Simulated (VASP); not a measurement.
Eu: single point with PBEsol

Crystal: Eu.

```
Eu
1.0
    -2.30300    2.30300    2.30300
     2.30300   -2.30300    2.30300
     2.30300    2.30300   -2.30300
Eu
1
Direct
  0.00000 0.00000 0.00000
```

| Item | Value |
| --- | --- |
| Program | VASP 6.6.1 |
| Task | single point |
| Functional | PBEsol |
| Potentials or basis | VASP PAW PBE potentials, release 64 (Eu) |
| Cutoff | 520 eV |
| k mesh | 6 × 6 × 6 |
| Occupations | fermi-dirac, width 0.05 eV |
| Spin | collinear spin, ferromagnetic start |
| Starting moments | [7.0] μB |
| Dipole correction | no |
| Further INCAR settings | ALGO = Normal; EDIFF = 1e-06; NBANDS = 18 |

- Pressure: -2.8 GPa
- Net moment: 7.48 μB per cell
- Site moments: Eu +6.74 μB
- Valence electrons inside the program's atomic spheres: Eu 14.68

Levels at points of the mesh, in eV from the Fermi level:
Spin up:
```
           k point  band 9  band 10  band 11  band 12  band 13  band 14  band 15  band 16
(0.00, 0.00, 0.00)   -0.40    -0.40    -0.40    -0.36     1.62     1.62     1.62     3.12
(0.50, 0.00, 0.00)   -0.43    -0.41    -0.40    -0.39     0.41     0.42     2.96     3.62
(0.50, 0.50, 0.50)   -0.49    -0.49    -0.37    -0.37    -0.37     4.14     4.14     4.14
```
Spin down:
| k point | band 2 | band 3 | band 4 | band 5 | band 6 | band 7 | band 8 | band 9 |
| --- | --- | --- | --- | --- | --- | --- | --- | --- |
| (0.00, 0.00, 0.00) | -18.06 | -18.06 | -18.06 | -3.39 | 2.66 | 2.66 | 2.66 | 3.96 |
| (0.50, 0.00, 0.00) | -18.41 | -18.18 | -18.06 | -0.77 | 1.23 | 1.37 | 3.89 | 4.13 |
| (0.50, 0.50, 0.50) | -18.31 | -18.31 | -18.31 | 0.00 | 0.00 | 3.80 | 3.80 | 3.80 |

Run time: 48 s on 1 thread of Intel(R) Xeon(R) Platinum 8259CL CPU @ 2.50GHz (Skylake/Cascade Lake) (shared host), peak memory 0.2 GiB.

Caveat: the PAW data sets were made with another functional, which shifts forces and pressure a little; spin-orbit coupling is left out, which moves the levels of the heavy elements; semilocal functionals describe open f shells poorly, which spoils levels, moments and volumes. The state reached can hang on the start; a lower one may exist.
